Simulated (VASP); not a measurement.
Set up this calculation in VASP 6.6.1, as the native input.

```
Task                   : single point
Functional             : PBE
Potentials or basis    : VASP PAW PBE potentials, release 64 (Ir)
Cutoff                 : 500 eV
k mesh                 : 10 × 10 × 10
Occupations            : methfessel-paxton, width 0.15 eV
Spin                   : no spin polarisation
Dipole correction      : no
Further INCAR settings : ALGO = Normal; EDIFF = 1e-06; NBANDS = 10
```

The structure of Ir lies in POSCAR:

```
Ir
1.0
    0.0000000000      1.9345675702      1.9345675702
    1.9345675702      0.0000000000      1.9345675702
    1.9345675702      1.9345675702      0.0000000000
Ir
1
Direct
    0.0000000000      0.0000000000      0.0000000000
```

One way to write it, as run:

INCAR

```
SYSTEM = Ir
PREC = Accurate
ENCUT = 500
EDIFF = 1E-6
ISMEAR = 1
SIGMA = 0.15
LREAL = .FALSE.
LASPH = .TRUE.
NELM = 120
ALGO = Normal
ISIF = 2
LWAVE = .FALSE.
LCHARG = .FALSE.
GGA = PE
NBANDS = 10
GGA_COMPAT = .FALSE.
```

KPOINTS

```
Automatic mesh
0
G
  10 10 10
  0 0 0
```

Potentials or basis: VASP PAW PBE potentials, release 64 (Ir).

Launch:

```bash
$ cat potpaw_PBE.64/Ir/POTCAR > POTCAR
$ mpirun -np 1 vasp_std > vasp.out
```

Results of the run:

The pressure is 0.9 GPa.

Run time: 12 s on 1 thread of Intel Xeon 8259CL (shared host), peak memory 0.13 GiB.
